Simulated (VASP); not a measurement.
Here is a VASP 6.6.1 calculation.

Contents of INCAR:

```
SYSTEM = TiO2
ALGO     = Normal         ! electronic algorithm
EDIFF    = 1E-6           ! SCF threshold, eV
ENCUT    = 520            ! plane-wave cutoff, eV
GGA      = PE             ! functional
ISIF     = 2              ! what is computed and relaxed
ISMEAR   = 0              ! smearing method
LASPH    = .True.         ! aspherical terms in the spheres
LCHARG   = .False.        ! write CHGCAR
LDAU     = .True.         ! DFT+U
LDAUJ    = 0 0          
LDAUL    = 2 -1           ! shell
LDAUPRINT= 1            
LDAUTYPE = 2            
LDAUU    = 4 0            ! U, eV
LMAXMIX  = 4              ! l up to which the mixer works
LREAL    = .False.        ! projectors in reciprocal space
LWAVE    = .False.        ! write WAVECAR
NBANDS   = 33             ! bands
NELM     = 150            ! most SCF steps
PREC     = Accurate       ! precision mode
SIGMA    = 0.05           ! smearing width, eV
```

The input KPOINTS:

```
k-points
0
Gamma
  8 8 8
  0 0 0
```

POSCAR

```
TiO2
1.0
   -1.9404500000      1.9404500000      4.8899050332
    1.9404500000     -1.9404500000      4.8899050332
    1.9404500000      1.9404500000     -4.8899050332
Ti O
2 4
Direct
    0.0000000000      0.0000000000      0.0000000000
    0.7500000000      0.2500000000      0.5000000000
    0.2052277854      0.2052277854      0.0000000000
    0.9552277854      0.4552277854      0.5000000000
    0.5447722146      0.0447722146      0.5000000000
    0.7947722146      0.7947722146      0.0000000000
```

Potentials or basis: VASP PAW PBE potentials, release 64 (Ti_sv, O).

Command:

```bash
$ cat potpaw_PBE.64/Ti_sv/POTCAR potpaw_PBE.64/O/POTCAR > POTCAR
$ mpirun -np 1 vasp_std > vasp.out
```

**Question.** What does it give for the pressure?

**Answer.** -2.2 GPa.

**Question.** Predict the largest force.

**Answer.** 0.150 eV/Å.

Eigenvalues of the final occupation matrices:
```csv
site,spin,trace,eigenvalues
site 1 d,1,0.77,0.10 0.10 0.10 0.23 0.25
site 1 d,2,0.77,0.10 0.10 0.10 0.23 0.25
site 2 d,1,0.77,0.10 0.10 0.10 0.23 0.25
site 2 d,2,0.77,0.10 0.10 0.10 0.23 0.25
```
